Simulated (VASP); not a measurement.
# Mg2ZnO3 (P-3m1) in VASP: single point with r2SCAN

Aim: the single point of Mg2ZnO3 with r2SCAN.

Everything below comes from runs of VASP 6.6.1. Logs are shortened: lines on timing, memory, paths and dates and some standing lists are left out, and cuts for length are marked.

### Step 1. The cell of the first run

Symmetry: P-3m1, No. 164, trigonal system. Conventional cell: a = 3.033 Å, b = 3.033 Å, c = 7.403 Å, α = 90.00°, β = 90.00°, γ = 120.00°. Within 2.8 Å of Mg (site symmetry 3m) lie 6 O at 2.12 to 2.14 Å. Zn (site symmetry -3m) has 6 O at 2.17 Å within 2.9 Å. O (site symmetry 3m) has 3 Mg at 2.12 Å and 3 Zn at 2.17 Å within 2.8 Å. Within 2.8 Å of O (site symmetry -3m) lie 6 Mg at 2.14 Å.

### Step 2. Single point, r2SCAN

POSCAR reads:

```
Mg2ZnO3
1.0
    3.0329985900      0.0000000000      0.0000000000
   -1.5164993000      2.6266538300      0.0000000000
    0.0000000000      0.0000000000      7.4033160000
Mg Zn O
2 1 3
Direct
    0.3333333333      0.6666666667      0.6658000000
    0.6666666667      0.3333333333      0.3342000000
    0.0000000000      0.0000000000      0.0000000000
    0.3333333333      0.6666666667      0.1726190000
    0.6666666667      0.3333333333      0.8273810000
    0.0000000000      0.0000000000      0.5000000000
```

INCAR.step1 reads:

```
ALGO = Normal
EDIFF = 1E-4
ENCUT = 520
GGA = PE
ISMEAR = -1
LASPH = True
LCHARG = False
LREAL = False
LWAVE = True
NBANDS = 26
NELM = 100
PREC = Accurate
SIGMA = 0.1
```

INCAR.step2 reads:

```
ALGO = Normal
EDIFF = 1E-6
ENCUT = 520
ISIF = 2
ISMEAR = -1
ISTART = 1
LASPH = True
LCHARG = False
LMIXTAU = True
LREAL = False
LWAVE = False
METAGGA = R2SCAN
NBANDS = 26
NELM = 100
PREC = Accurate
SIGMA = 0.1
```

KPOINTS reads:

```
k-points
0
Gamma
  12 12 4
```

Potentials or basis: VASP PAW PBE potentials, release 64 (Mg, Zn, O).

The run is started by

```bash
cat potpaw_PBE.64/Mg/POTCAR potpaw_PBE.64/Zn/POTCAR potpaw_PBE.64/O/POTCAR > POTCAR
cp INCAR.step1 INCAR
mpirun -np 1 vasp_std > vasp.out
cp INCAR.step2 INCAR
mpirun -np 1 vasp_std > vasp.out
```

OUTCAR:

```text
EDIFF = 1E-6
   ENCUT = 520
   ISIF = 2
   ISMEAR = -1
   ISTART = 1
   LASPH = True
   LREAL = False
   METAGGA = R2SCAN
   NELM = 100
   PREC = Accurate

 ion  position               nearest neighbor table
   1  0.333  0.667  0.666-   5 2.12   5 2.12   5 2.12   6 2.14   6 2.14   6 2.14   2 3.02   2 3.02
                             2 3.02   3 3.03   3 3.03   3 3.03
   2  0.667  0.333  0.334-   4 2.12   4 2.12   4 2.12   6 2.14   6 2.14   6 2.14   1 3.02   1 3.02
                             1 3.02   3 3.03   3 3.03   3 3.03
   3  0.000  0.000  0.000-   5 2.17   4 2.17   5 2.17   4 2.17   4 2.17   5 2.17   1 3.03   2 3.03
                             2 3.03   1 3.03   1 3.03   2 3.03
   4  0.333  0.667  0.173-   2 2.12   2 2.12   2 2.12   3 2.17   3 2.17   3 2.17
   5  0.667  0.333  0.827-   1 2.12   1 2.12   1 2.12   3 2.17   3 2.17   3 2.17
   6  0.000  0.000  0.500-   2 2.14   1 2.14   2 2.14   1 2.14   1 2.14   2 2.14

  LATTYP: Found a hexagonal cell.
 ALAT       =     3.0329985900
 C/A-ratio  =     2.4409229943

  Lattice vectors:

 A1 = (   3.0329985900,   0.0000000000,   0.0000000000)
 A2 = (  -1.5164993000,   2.6266538300,   0.0000000000)
 A3 = (   0.0000000000,   0.0000000000,   7.4033160000)

Analysis of symmetry for initial positions (statically):
=====================================================================
 Subroutine PRICEL returns:
 Original cell was already a primitive cell.

 Routine SETGRP: Setting up the symmetry group for a
 hexagonal supercell.

 Subroutine GETGRP returns: Found 12 space group operations
 (whereof 12 operations were pure point group operations)
 out of a pool of 24 trial point group operations.

The static configuration has the point symmetry D_3d.

Analysis of symmetry for dynamics (positions and initial velocities):
=====================================================================
 Subroutine PRICEL returns:
 Original cell was already a primitive cell.

 Routine SETGRP: Setting up the symmetry group for a
 hexagonal supercell.

 Subroutine GETGRP returns: Found 12 space group operations
 (whereof 12 operations were pure point group operations)
 out of a pool of 24 trial point group operations.

The dynamic configuration has the point symmetry D_3d.

 Subroutine INISYM returns: Found 12 space group operations
 (whereof 12 operations are pure point group operations),
 and found     1 'primitive' translations

----------------------------------------------------------------------------------------

                                     Primitive cell

  volume of cell :      58.9795

  direct lattice vectors                    reciprocal lattice vectors
     3.032998590  0.000000000  0.000000000     0.329706714  0.190356261  0.000000000
    -1.516499300  2.626653830  0.000000000     0.000000000  0.380712520  0.000000000
     0.000000000  0.000000000  7.403316000     0.000000000  0.000000000  0.135074607

  length of vectors
     3.032998590  3.032998594  7.403316000     0.380712521  0.380712520  0.135074607

  position of ions in fractional coordinates (direct lattice)
     0.333333333  0.666666667  0.665800000
     0.666666667  0.333333333  0.334200000
     0.000000000  0.000000000  0.000000000
     0.333333333  0.666666667  0.172619000
     0.666666667  0.333333333  0.827381000
     0.000000000  0.000000000  0.500000000

  ion indices of the primitive-cell ions
   primitive index   ion index
                 1           1
                 2           2
                 3           3
                 4           4
                 5           5
                 6           6

----------------------------------------------------------------------------------------

 KPOINTS: k-points

Automatic generation of k-mesh.
 Grid dimensions read from file:
 generate k-points for:   12   12    4

 Generating k-lattice:

  Cartesian coordinates                     Fractional coordinates (reciprocal lattice)
     0.027475560  0.015863022  0.000000000     0.083333333  0.000000000  0.000000000
     0.000000000  0.031726043  0.000000000     0.000000000  0.083333333  0.000000000
     0.000000000  0.000000000  0.033768652     0.000000000  0.000000000  0.250000000

  Length of vectors
     0.031726043  0.031726043  0.033768652

  Shift w.r.t. Gamma in fractional coordinates (k-lattice)
     0.000000000  0.000000000  0.000000000

 Subroutine IBZKPT returns following result:
 ===========================================

 Found     69 irreducible k-points:

 Following reciprocal coordinates:
            Coordinates               Weight
  0.000000  0.000000  0.000000      1.000000
  0.083333  0.000000  0.000000      6.000000
  0.166667  0.000000  0.000000      6.000000
  0.250000  0.000000  0.000000      6.000000
  0.333333 -0.000000  0.000000      6.000000
  0.416667  0.000000  0.000000      6.000000
[... 16 lines left out ...]
  0.166667  0.000000  0.250000      6.000000
  0.000000  0.166667  0.250000      6.000000
 [... further k-points ...]
   k-points           NKPTS =     69   k-points in BZ     NKDIM =     69   number of bands    NBANDS=     26
   number of dos      NEDOS =    301   number of ions     NIONS =      6
   total plane-waves  NPLWV =  32256
   dimension x,y,z NGX =    24 NGY =   24 NGZ =   56
   dimension x,y,z NGXF=    48 NGYF=   48 NGZF=  112
   ions per type =               2   1   3
   NGX,Y,Z   is equivalent  to a cutoff of  13.15, 13.15, 12.58 a.u.
   NGXF,Y,Z  is equivalent  to a cutoff of  26.31, 26.31, 25.15 a.u.
 SYSTEM =  unknown system
   PREC   = accura    normal or accurate (medium, high low for compatibility)
   ISTART =      1    job   : 0-new  1-cont  2-samecut
   ICHARG =      0    charge: 1-file 2-atom 10-const
   ISPIN  =      1    spin polarized calculation?
   LNONCOLLINEAR =      F non collinear calculations
   LSORBIT =      F    spin-orbit coupling
   LASPH  =      T    aspherical Exc in radial PAW
   ENCUT  =  520.0 eV  38.22 Ry    6.18 a.u.   5.64  5.64 13.77*2*pi/ulx,y,z
   NELM   =    100;   NELMIN=  2; NELMDL=  0     # of ELM steps
   EDIFF  = 0.1E-05   stopping-criterion for ELM
   LREAL  =      F    real-space projection
   EDIFFG = 0.1E-04   stopping-criterion for IOM
   NSW    =      0    number of steps for IOM
   IBRION =     -1    ionic relax: 0-MD 1-quasi-New 2-CG
   NFREE  =      0    steps in history (QN), initial steepest desc. (CG)
   ISIF   =      2    stress and relaxation
   ISYM   =      2    0-nonsym 1-usesym 2-fastsym
   POTIM  = 0.5000    time-step for ionic-motion
   TEBEG  =    0.0;   TEEND  =   0.0 temperature during run
   PSTRESS=    0.0 pullay stress
   NELECT =      34.0000    total number of electrons
   NUPDOWN=      -1.0000    fix difference up-down
   EMIN   =  10.00;   EMAX   =-10.00  energy-range for DOS
   EFERMI =   0.00;   METHOD = LEGACY
   ISMEAR =    -1;   SIGMA  =   0.10  broadening in eV -4-tet -1-fermi 0-gaus
   EFERMI_NEDOS =   21; number of points for ismear=-14 and -15
   IALGO  =     38    algorithm
   IMIX   =      4    mixing-type and parameters
     AMIX     =   0.40;   BMIX     =  1.00
     AMIX_MAG =   1.60;   BMIX_MAG =  1.00
  volume/ion in A,a.u.               =       9.83        66.34
  Fermi-wavevector in a.u.,A,eV,Ry     =   1.362492  2.574737 25.257651  1.856385
  Thomas-Fermi vector in A             =   2.488977
   LORBIT       =      0    0 simple, 1 ext, 2 COOP (PROOUT), +10 PAW based schemes
   METAGGA = R2SCAN    functional components
   LHFCALC =     F    Hartree Fock is set to
   AEXX    =    0.0000 exact exchange contribution
   IVDW    =     0    specifies the selected vdW correction
   LEPSILON=     F    determine dielectric tensor
   LRPA    =     F    only Hartree local field effects (RPA)
 non-spin polarized calculation
  energy-cutoff  :      520.00
  volume of cell :       58.98
 maximum number of plane-waves:      1612
 NGX is ok and might be reduce to    24
   NGX = 11   NGY = 11   NGZ = 27

 number of electron      34.0000020 magnetization

 Free energy of the ion-electron system (eV)
  ---------------------------------------------------
  ext. energy  EPLUGINS =         0.00000000
  ---------------------------------------------------
  free energy    TOTEN  =       -50.22111564 eV

  energy without entropy =      -50.22111564  energy(sigma->0) =      -50.22111564

 E-fermi :   4.3893     XC(G=0): -11.9106

 val. band max:        2.4005310810   @ k =   0.0000   0.0000   0.5000
 cond. band min:       5.9797888896   @ k =   0.0000   0.0000   0.0000
 fundamental gap:      3.5792578086
 Fermi energy:         4.3892953635

 k-point     1 :       0.0000    0.0000    0.0000
  band No.  band energies     occupation
      1     -16.0983      2.00000
      2     -15.3309      2.00000
      3     -15.0932      2.00000
      4      -3.0858      2.00000
      5      -2.3769      2.00000
      6      -2.3768      2.00000
[... 18 lines left out ...]
     25      19.0108      0.00000
     26      19.0108      0.00000

 k-point     2 :       0.0833    0.0000    0.0000
  band No.  band energies     occupation
      1     -16.0375      2.00000
      2     -15.2981      2.00000
      3     -15.0581      2.00000
      4      -3.0161      2.00000
      5      -2.4703      2.00000
      6      -2.3544      2.00000
[... 18 lines left out ...]
     25      18.2066      0.00000
     26      18.8774      0.00000

 k-point     3 :       0.1667    0.0000    0.0000
  band No.  band energies     occupation
      1     -15.8650      2.00000
      2     -15.2078      2.00000
      3     -14.9612      2.00000
      4      -2.8351      2.00000
      5      -2.6227      2.00000
      6      -2.3026      2.00000
[... 572 lines left out ...]
 k-point    23 :       0.1667    0.0000    0.2500
  band No.  band energies     occupation
      1     -15.8082      2.00000
      2     -15.3749      2.00000
      3     -14.8483      2.00000
      4      -2.9682      2.00000
      5      -2.5381      2.00000
      6      -2.3029      2.00000
[... 18 lines left out ...]
     25      17.8624      0.00000
     26      18.0435      0.00000

 k-point    24 :       0.0000    0.1667    0.2500
  band No.  band energies     occupation
      1     -15.8091      2.00000
      2     -15.3731      2.00000
      3     -14.8492      2.00000
      4      -2.9437      2.00000
      5      -2.5772      2.00000
      6      -2.3032      2.00000
[... 18 lines left out ...]
     25      17.7833      0.00000
     26      18.0778      0.00000

 [... further k-points ...]

------------------------ aborting loop because EDIFF is reached ----------------------------------------

  FORCE on cell =-STRESS in cart. coord.  units (eV):
  Direction    XX          YY          ZZ          XY          YZ          ZX
  --------------------------------------------------------------------------------------
  -------------------------------------------------------------------------------------
  Total       -2.5843044     -2.5843044     -2.5196621      0.0000000     -0.0000000      0.0000000
  in kB      -70.2025535    -70.2025536    -68.4465472      0.0000001     -0.0000000      0.0000000
  external PRESSURE =     -69.6172181 kB  Pullay stress =       0.0000000 kB

 VOLUME and BASIS-vectors are now :
 -----------------------------------------------------------------------------
  energy-cutoff  :      520.00
  volume of cell :       58.98
      direct lattice vectors                 reciprocal lattice vectors
     3.032998590  0.000000000  0.000000000     0.329706714  0.190356261  0.000000000
    -1.516499300  2.626653830  0.000000000     0.000000000  0.380712520  0.000000000
     0.000000000  0.000000000  7.403316000     0.000000000  0.000000000  0.135074607

 POSITION                                       TOTAL-FORCE (eV/Angst)
 -----------------------------------------------------------------------------------
     -0.00000      1.75110      4.92913         0.000000     -0.000000     -0.025134
      1.51650      0.87555      2.47419        -0.000000      0.000000      0.025134
      0.00000      0.00000      0.00000         0.000000      0.000000     -0.000000
     -0.00000      1.75110      1.27795         0.000000      0.000000     -0.048351
      1.51650      0.87555      6.12536        -0.000000     -0.000000      0.048351
      0.00000      0.00000      3.70166         0.000000      0.000000     -0.000000
 -----------------------------------------------------------------------------------
    total drift:                               -0.000000      0.000000      0.000000

  FREE ENERGIE OF THE ION-ELECTRON SYSTEM (eV)
  ---------------------------------------------------
  free  energy   TOTEN  =       -50.2211156381 eV

  energy  without entropy=      -50.2211156362  energy(sigma->0) =      -50.22111564
```

It took 8.4 min on 1 thread of AMD EPYC 7R13, shared host; peak memory 0.22 GiB.

Results:

| Property | Result |
| --- | --- |
| Free energy | -50.2211 eV |
| Pressure | -7.0 GPa |
| Largest force | 0.048 eV/Å |
| Band gap on the k mesh | 3.58 eV (least direct gap 3.67 eV) |

Forces on the atoms (eV/Å):
```
Mg   0.000  0.000 -0.025
Mg   0.000  0.000  0.025
Zn   0.000  0.000  0.000
O    0.000  0.000 -0.048
O    0.000  0.000  0.048
O    0.000  0.000  0.000
```

Stress tensor (GPa, compression positive):
```
-7.02  0.00  0.00
 0.00 -7.02  0.00
 0.00  0.00 -6.84
```

Caveat: the cell stands under tension; the PAW data sets were made with another functional, which shifts forces and pressure a little.
